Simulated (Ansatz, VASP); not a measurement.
## Two plane-wave programs on RbTlS

```xyz
3
Lattice="5.4134 0.0000 0.0000 -2.7067 4.6881 0.0000 0.0000 0.0000 3.7975" Properties=species:S:1:pos:R:3 pbc="T T T"
Rb    2.7067    1.5627    1.8988
Tl    0.0000    0.0000    1.8988
S     0.0000    3.1254    0.0000
```

Alike in both runs: functional PBE; k mesh 3 × 3 × 4; occupations gaussian, width 0.15 eV; no spin polarisation.

Ansatz relaxed the structure, and its values are those at the end. VASP's run is a single point on that final structure, the one shown.

```csv
,VASP,Ansatz
version,VASP 6.6.1,Ansatz 0.2.0
potentials or method,"VASP PAW PBE potentials, release 64 (Rb_sv, Tl_d, S), cutoff 500 eV","scalar-relativistic, plane waves, PAW"
valence electrons in the cell,28,28
```

|  | VASP | Ansatz | Ansatz less VASP |
| --- | --- | --- | --- |
| gap on the k mesh at the Fermi level (eV) | none | none | - |
| pressure (GPa) | 0.2 | 0.2 | 0.00 |

A gap of «none» marks a metal or a gap that the smearing closes. The functional is the same, so the differences come from potentials, cutoffs and numerics.

The k mesh is coarse, so the values compare programs but aren't converged. Neither program's run includes spin-orbit coupling.
